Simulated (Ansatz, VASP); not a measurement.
**SnTe: VASP beside Ansatz**

The input INCAR:

```
  ALGO = Normal
  EDIFF = 1E-6
  ENCUT = 520
  ISIF = 2
  ISMEAR = -1
  LASPH = T
  LCHARG = F
  LREAL = F
  LWAVE = F
  NBANDS = 17
  NELM = 80
  PREC = Accurate
  SIGMA = 0.08
```

The input KPOINTS:

```
k-points
0
Gamma
  11 11 11
```

The input POSCAR:

```
SnTe
1.0
    0.0000000000      3.1138393650      3.1138393650
    3.1138393650      0.0000000000      3.1138393650
    3.1138393650      3.1138393650      0.0000000000
Sn Te
1 1
Direct
    0.0000000000      0.0000000000      0.0000000000
    0.5000000000      0.5000000000      0.5000000000
```

Input for Ansatz:

```yaml
crystal:
  lattice:
    - [0.0, 3.113839365, 3.113839365]
    - [3.113839365, 0.0, 3.113839365]
    - [3.113839365, 3.113839365, 0.0]
  atoms:
    - { symbol: Sn, position: [0.0, 0.0, 0.0] }
    - { symbol: Te, position: [0.5, 0.5, 0.5] }
kpoints:
  mp_grid: { grid: [11, 11, 11] }
  band_path:
    path:
      - [0.0, 0.0, 0.0]
      - [0.5, 0.0, 0.5]
      - [0.625, 0.25, 0.625]
      - [0.375, 0.375, 0.75]
      - [0.0, 0.0, 0.0]
      - [0.5, 0.5, 0.5]
      - [0.5, 0.25, 0.75]
      - [0.5, 0.0, 0.5]
    npoints: 5
scf:
  occupations: { method: fermi_dirac, width: 0.08 }
hamiltonian:
  xc: lda
  pseudopotentials: { kind: all_electron, lapw: { basis_error: 0.00025 } }
output:
  forces: true
  stress: true
  eigenvalues: true
```

Change from the starting cell: volume scaled by 0.96.

Alike in both runs: task single point; functional LDA; k mesh 11 × 11 × 11; occupations fermi-dirac, width 0.08 eV; no spin polarisation.

```csv
,VASP,Ansatz
version,VASP 6.6.1,Ansatz 0.2.0
potentials or method,"VASP PAW LDA potentials, release 64 (Sn_d, Te), cutoff 520 eV","all-electron LAPW, scalar-relativistic"
```

```csv
,VASP,Ansatz,Ansatz less VASP
pressure (GPa),0.2,0.2,-0.03
```

LDA's correlation is that of Perdew and Zunger in VASP and of Perdew and Wang (1992) in Ansatz. Ansatz ran all-electron here, and VASP with PAW potentials.

Neither program's run includes spin-orbit coupling.
